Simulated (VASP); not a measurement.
# TaN (P3m1) in VASP: single point with PBEsol

Aim: the single point of TaN with PBEsol.

All numbers are computed with VASP 6.6.1; they aren't measurements. Logs are shortened: lines on timing, memory, paths and dates and some standing lists are left out, and cuts for length are marked.

### Step 1. The cell of the first run

It takes space group P3m1 (No. 156, trigonal). The conventional cell has a = 5.205 Å, b = 5.205 Å, c = 2.904 Å, α = 90.00°, β = 90.00°, γ = 120.00°. Ta (site symmetry 3m) has 6 N at 2.60 Å and 14 Ta at 2.90 to 3.39 Å within 3.4 Å. Within 2.7 Å of Ta (site symmetry 3m) lie 6 N at 2.01 to 2.17 Å. Ta (site symmetry 3m) has 6 N at 2.09 Å and 5 Ta at 2.90 to 3.01 Å within 3.1 Å. Within 2.7 Å of N (site symmetry m) lie 6 Ta at 2.01 to 2.60 Å and 4 N at 2.60 Å.

### Step 2. Single point, PBEsol (atom 2 (Ta) moved +0.113 Å towards its neighbour atom 2 (Ta) at 2.904 Å)

The input, INCAR:

```
SYSTEM = TaN
ALGO     = Normal         ! electronic algorithm
EDIFF    = 1E-7           ! SCF threshold, eV
ENCUT    = 520            ! plane-wave cutoff, eV
GGA      = PS             ! functional
ISIF     = 2              ! what is computed and relaxed
ISMEAR   = 0              ! smearing method
LASPH    = .TRUE.         ! aspherical terms in the spheres
LCHARG   = .FALSE.        ! write CHGCAR
LREAL    = .FALSE.        ! projectors in reciprocal space
LWAVE    = .FALSE.        ! write WAVECAR
NBANDS   = 33             ! bands
NELM     = 100            ! most SCF steps
PREC     = Accurate       ! precision mode
SIGMA    = 0.15           ! smearing width, eV
```

The input, KPOINTS:

```
k-points
0
G
  12 12 16
  0 0 0
```

The input, POSCAR:

```
TaN
1.0
    5.2050894145      0.0000000000      0.0000000000
   -2.6025447072      4.5077396619      0.0000000000
    0.0000000000      0.0000000000      2.9035873904
Ta N
3 3
Direct
    0.0000000000      0.0000000000      0.0000000000
    0.3333333333      0.6666666667      0.4612548255
    0.6666666667      0.3333333333      0.5000000000
    0.5000000000      0.0000000000      0.0000000000
    0.5000000000      0.5000000000      0.0000000000
    0.0000000000      0.5000000000      0.0000000000
```

Potentials or basis: VASP PAW PBE potentials, release 64 (Ta_pv, N).

On the command line:

```sh
cat potpaw_PBE.64/Ta_pv/POTCAR potpaw_PBE.64/N/POTCAR > POTCAR
mpirun -np 1 vasp_std > vasp.out
```

OUTCAR:

```text
SYSTEM = TaN
   EDIFF = 1E-7
   ENCUT = 520
   GGA = PS
   ISIF = 2
   ISMEAR = 0
   LASPH = .TRUE.
   LREAL = .FALSE.
   NELM = 100
   PREC = Accurate

 ion  position               nearest neighbor table
   1  0.000  0.000  0.000-   6 2.60   6 2.60   4 2.60   4 2.60   5 2.60   5 2.60   2 3.29   2 3.29
                             2 3.29   3 3.34   3 3.34   3 3.34   3 3.34   3 3.34   3 3.34   2 3.39
   2  0.333  0.667  0.461-   4 2.01   6 2.01   5 2.01   4 2.17   6 2.17   5 2.17   3 3.01   3 3.01
                             3 3.01   1 3.29   1 3.29   1 3.29   1 3.39   1 3.39   1 3.39
   3  0.667  0.333  0.500-   4 2.09   4 2.09   6 2.09   6 2.09   5 2.09   5 2.09   2 3.01   2 3.01
                             2 3.01   1 3.34   1 3.34   1 3.34   1 3.34   1 3.34   1 3.34
   4  0.500  0.000  0.000-   2 2.01   3 2.09   3 2.09   2 2.17   1 2.60   1 2.60
   5  0.500  0.500  0.000-   2 2.01   3 2.09   3 2.09   2 2.17   1 2.60   1 2.60
   6  0.000  0.500  0.000-   2 2.01   3 2.09   3 2.09   2 2.17   1 2.60   1 2.60

  LATTYP: Found a hexagonal cell.
 ALAT       =     5.2050894145
 C/A-ratio  =     0.5578362174

  Lattice vectors:

 A1 = (   5.2050894145,   0.0000000000,   0.0000000000)
 A2 = (  -2.6025447072,   4.5077396619,   0.0000000000)
 A3 = (   0.0000000000,   0.0000000000,   2.9035873904)

Analysis of symmetry for initial positions (statically):
=====================================================================
 Subroutine PRICEL returns:
 Original cell was already a primitive cell.

 Routine SETGRP: Setting up the symmetry group for a
 hexagonal supercell.

 Subroutine GETGRP returns: Found  6 space group operations
 (whereof  6 operations were pure point group operations)
 out of a pool of 24 trial point group operations.

The static configuration has the point symmetry C_3v.

Analysis of symmetry for dynamics (positions and initial velocities):
=====================================================================
 Subroutine PRICEL returns:
 Original cell was already a primitive cell.

 Routine SETGRP: Setting up the symmetry group for a
 hexagonal supercell.

 Subroutine GETGRP returns: Found  6 space group operations
 (whereof  6 operations were pure point group operations)
 out of a pool of 24 trial point group operations.

The dynamic configuration has the point symmetry C_3v.

 Subroutine INISYM returns: Found  6 space group operations
 (whereof  6 operations are pure point group operations),
 and found     1 'primitive' translations

----------------------------------------------------------------------------------------

                                     Primitive cell

  volume of cell :      68.1274

  direct lattice vectors                    reciprocal lattice vectors
     5.205089414  0.000000000  0.000000000     0.192119658  0.110920336  0.000000000
    -2.602544707  4.507739662  0.000000000     0.000000000  0.221840673  0.000000000
     0.000000000  0.000000000  2.903587390     0.000000000  0.000000000  0.344401551

  length of vectors
     5.205089414  5.205089414  2.903587390     0.221840673  0.221840673  0.344401551

  position of ions in fractional coordinates (direct lattice)
     0.000000000  0.000000000  0.000000000
     0.333333333  0.666666667  0.461254825
     0.666666667  0.333333333  0.500000000
     0.500000000  0.000000000  0.000000000
     0.500000000  0.500000000  0.000000000
     0.000000000  0.500000000  0.000000000

  ion indices of the primitive-cell ions
   primitive index   ion index
                 1           1
                 2           2
                 3           3
                 4           4
                 5           5
                 6           6

----------------------------------------------------------------------------------------

 KPOINTS: k-points

Automatic generation of k-mesh.
 Grid dimensions read from file:
 generate k-points for:   12   12   16

 Generating k-lattice:

  Cartesian coordinates                     Fractional coordinates (reciprocal lattice)
     0.016009972  0.009243361  0.000000000     0.083333333  0.000000000  0.000000000
     0.000000000  0.018486723  0.000000000     0.000000000  0.083333333  0.000000000
     0.000000000  0.000000000  0.021525097     0.000000000  0.000000000  0.062500000

  Length of vectors
     0.018486723  0.018486723  0.021525097

  Shift w.r.t. Gamma in fractional coordinates (k-lattice)
     0.000000000  0.000000000  0.000000000

 Subroutine IBZKPT returns following result:
 ===========================================

 Found    255 irreducible k-points:

 Following reciprocal coordinates:
            Coordinates               Weight
  0.000000  0.000000  0.000000      1.000000
  0.083333  0.000000  0.000000      6.000000
  0.166667  0.000000  0.000000      6.000000
  0.250000  0.000000  0.000000      6.000000
  0.333333  0.000000  0.000000      6.000000
  0.416667 -0.000000  0.000000      6.000000
[... 16 lines left out ...]
  0.166667  0.000000  0.062500      6.000000
  0.000000  0.166667  0.062500      6.000000
 [... further k-points ...]
   k-points           NKPTS =    255   k-points in BZ     NKDIM =    255   number of bands    NBANDS=     33
   number of dos      NEDOS =    301   number of ions     NIONS =      6
   total plane-waves  NPLWV =  38400
   dimension x,y,z NGX =    40 NGY =   40 NGZ =   24
   dimension x,y,z NGXF=    80 NGYF=   80 NGZF=   48
   ions per type =               3   3
   NGX,Y,Z   is equivalent  to a cutoff of  12.78, 12.78, 13.74 a.u.
   NGXF,Y,Z  is equivalent  to a cutoff of  25.55, 25.55, 27.48 a.u.
 SYSTEM =  TaN
   PREC   = accura    normal or accurate (medium, high low for compatibility)
   ISTART =      0    job   : 0-new  1-cont  2-samecut
   ICHARG =      2    charge: 1-file 2-atom 10-const
   ISPIN  =      1    spin polarized calculation?
   LNONCOLLINEAR =      F non collinear calculations
   LSORBIT =      F    spin-orbit coupling
   LASPH  =      T    aspherical Exc in radial PAW
   ENCUT  =  520.0 eV  38.22 Ry    6.18 a.u.   9.68  9.68  5.40*2*pi/ulx,y,z
   NELM   =    100;   NELMIN=  2; NELMDL= -5     # of ELM steps
   EDIFF  = 0.1E-06   stopping-criterion for ELM
   LREAL  =      F    real-space projection
   EDIFFG = 0.1E-05   stopping-criterion for IOM
   NSW    =      0    number of steps for IOM
   IBRION =     -1    ionic relax: 0-MD 1-quasi-New 2-CG
   NFREE  =      0    steps in history (QN), initial steepest desc. (CG)
   ISIF   =      2    stress and relaxation
   ISYM   =      2    0-nonsym 1-usesym 2-fastsym
   POTIM  = 0.5000    time-step for ionic-motion
   TEBEG  =    0.0;   TEEND  =   0.0 temperature during run
   PSTRESS=    0.0 pullay stress
   NELECT =      48.0000    total number of electrons
   NUPDOWN=      -1.0000    fix difference up-down
   EMIN   =  10.00;   EMAX   =-10.00  energy-range for DOS
   EFERMI =   0.00;   METHOD = LEGACY
   ISMEAR =     0;   SIGMA  =   0.15  broadening in eV -4-tet -1-fermi 0-gaus
   EFERMI_NEDOS =   21; number of points for ismear=-14 and -15
   IALGO  =     38    algorithm
   IMIX   =      4    mixing-type and parameters
     AMIX     =   0.40;   BMIX     =  1.00
     AMIX_MAG =   1.60;   BMIX_MAG =  1.00
  volume/ion in A,a.u.               =      11.35        76.62
  Fermi-wavevector in a.u.,A,eV,Ry     =   1.456737  2.752835 28.872704  2.122084
  Thomas-Fermi vector in A             =   2.573621
   LORBIT       =      0    0 simple, 1 ext, 2 COOP (PROOUT), +10 PAW based schemes
   GGA     = PS    functional components
   LHFCALC =     F    Hartree Fock is set to
   AEXX    =    0.0000 exact exchange contribution
   IVDW    =     0    specifies the selected vdW correction
   LEPSILON=     F    determine dielectric tensor
   LRPA    =     F    only Hartree local field effects (RPA)
 non-spin polarized calculation
 Gauss-broadening in eV      SIGMA  =   0.15
  energy-cutoff  :      520.00
  volume of cell :       68.13
 maximum number of plane-waves:      1858
 NGX is ok and might be reduce to    40
   NGX = 19   NGY = 19   NGZ = 11

 number of electron      47.9999998 magnetization

 Free energy of the ion-electron system (eV)
  ---------------------------------------------------
  ext. energy  EPLUGINS =         0.00000000
  ---------------------------------------------------
  free energy    TOTEN  =       -68.56615233 eV

  energy without entropy =      -68.55631939  energy(sigma->0) =      -68.56123586

 E-fermi :   7.9730     XC(G=0): -13.1678

 val. band max:        7.9610436487   @ k =   0.0833   0.0833   0.1250
 cond. band min:       7.9757908976   @ k =   0.3333   0.0000   0.1875
 fundamental gap:      0.0147472489
 Fermi energy:         7.9730112175

 k-point     1 :       0.0000    0.0000    0.0000
  band No.  band energies     occupation
      1     -28.1288      2.00000
      2     -28.1288      2.00000
      3     -27.7486      2.00000
      4     -27.7486      2.00000
      5     -27.5187      2.00000
      6     -27.4254      2.00000
[... 25 lines left out ...]
     32      11.2848      0.00000
     33      11.2848      0.00000

 k-point     2 :       0.0833    0.0000    0.0000
  band No.  band energies     occupation
      1     -28.1346      2.00000
      2     -28.1265      2.00000
      3     -27.7424      2.00000
      4     -27.7408      2.00000
      5     -27.5168      2.00000
      6     -27.4348      2.00000
[... 25 lines left out ...]
     32      11.2551      0.00000
     33      11.3896      0.00000

 k-point     3 :       0.1667    0.0000    0.0000
  band No.  band energies     occupation
      1     -28.1493      2.00000
      2     -28.1176      2.00000
      3     -27.7300      2.00000
      4     -27.7199      2.00000
      5     -27.5116      2.00000
      6     -27.4581      2.00000
[... 25 lines left out ...]
     32      11.3229      0.00000
     33      11.6852      0.00000

 k-point     4 :       0.2500    0.0000    0.0000
  band No.  band energies     occupation
      1     -28.1677      2.00000
      2     -28.0983      2.00000
      3     -27.7287      2.00000
      4     -27.6922      2.00000
      5     -27.5053      2.00000
      6     -27.4798      2.00000
[... 25 lines left out ...]
     32      11.4587      0.00000
     33      11.6732      0.00000

 k-point     5 :       0.3333    0.0000    0.0000
  band No.  band energies     occupation
      1     -28.1845      2.00000
      2     -28.0672      2.00000
      3     -27.7539      2.00000
      4     -27.6646      2.00000
      5     -27.5016      2.00000
      6     -27.4822      2.00000
[... 604 lines left out ...]
 k-point    22 :       0.0000    0.0833    0.0625
  band No.  band energies     occupation
      1     -28.1280      2.00000
      2     -28.1207      2.00000
      3     -27.7357      2.00000
      4     -27.7356      2.00000
      5     -27.5563      2.00000
      6     -27.4338      2.00000
[... 25 lines left out ...]
     32      11.0147      0.00000
     33      11.3545      0.00000

 k-point    23 :       0.1667    0.0000    0.0625
  band No.  band energies     occupation
      1     -28.1433      2.00000
      2     -28.1109      2.00000
      3     -27.7258      2.00000
      4     -27.7130      2.00000
      5     -27.5522      2.00000
      6     -27.4549      2.00000
[... 25 lines left out ...]
     32      11.1591      0.00000
     33      11.6829      0.00000

 k-point    24 :       0.0000    0.1667    0.0625
  band No.  band energies     occupation
      1     -28.1423      2.00000
      2     -28.1117      2.00000
      3     -27.7238      2.00000
      4     -27.7157      2.00000
      5     -27.5529      2.00000
      6     -27.4548      2.00000
[... 25 lines left out ...]
     32      11.1779      0.00000
     33      11.7222      0.00000

 [... further k-points ...]

------------------------ aborting loop because EDIFF is reached ----------------------------------------

  FORCE on cell =-STRESS in cart. coord.  units (eV):
  Direction    XX          YY          ZZ          XY          YZ          ZX
  --------------------------------------------------------------------------------------
  -------------------------------------------------------------------------------------
  Total        0.8002099      0.8002099      1.4675689      0.0000000      0.0000000      0.0000000
  in kB       18.8188283     18.8188283     34.5133543      0.0000000      0.0000000      0.0000000
  external PRESSURE =      24.0503370 kB  Pullay stress =       0.0000000 kB

 VOLUME and BASIS-vectors are now :
 -----------------------------------------------------------------------------
  energy-cutoff  :      520.00
  volume of cell :       68.13
      direct lattice vectors                 reciprocal lattice vectors
     5.205089414  0.000000000  0.000000000     0.192119658  0.110920336  0.000000000
    -2.602544707  4.507739662  0.000000000     0.000000000  0.221840673  0.000000000
     0.000000000  0.000000000  2.903587390     0.000000000  0.000000000  0.344401551

 POSITION                                       TOTAL-FORCE (eV/Angst)
 -----------------------------------------------------------------------------------
      0.00000      0.00000      0.00000         0.000000     -0.000000      0.011444
     -0.00000      3.00516      1.33929        -0.000000      0.000000      2.452186
      2.60254      1.50258      1.45179         0.000000      0.000000      0.025564
      2.60254      0.00000      0.00000         0.000000      0.194160     -0.829731
      1.30127      2.25387      0.00000         0.168147     -0.097080     -0.829731
     -1.30127      2.25387      0.00000        -0.168147     -0.097080     -0.829731
 -----------------------------------------------------------------------------------
    total drift:                                0.000000     -0.000000     -0.000010

  FREE ENERGIE OF THE ION-ELECTRON SYSTEM (eV)
  ---------------------------------------------------
  free  energy   TOTEN  =       -68.5661523280 eV

  energy  without entropy=      -68.5563193934  energy(sigma->0) =      -68.56123586
```

Wall time 6.1 min (1 thread of Intel Xeon Platinum 8488C (Sapphire Rapids), shared host); peak memory 0.52 GiB.

Results:

| Property | Result |
| --- | --- |
| Free energy | -68.5662 eV |
| Pressure | 2.4 GPa |
| Largest force | 2.452 eV/Å |
| Band gap on the k mesh | zero (bands 24 and 25 overlap by 2.17 eV) |

Forces in eV/Å, atoms in the order of the input:
```
Ta   0.000  0.000  0.011
Ta   0.000  0.000  2.452
Ta   0.000  0.000  0.026
N    0.000  0.194 -0.830
N    0.168 -0.097 -0.830
N   -0.168 -0.097 -0.830
```

Stress tensor (GPa, compression positive):
```
1.88 0.00 0.00
0.00 1.88 0.00
0.00 0.00 3.45
```

Caveat: the cell differs from its parent crystal (atom 2 (Ta) moved +0.113 Å towards its neighbour atom 2 (Ta) at 2.904 Å); the PAW data sets were made with another functional, which shifts forces and pressure a little; spin-orbit coupling is left out, which moves the levels of the heavy elements.
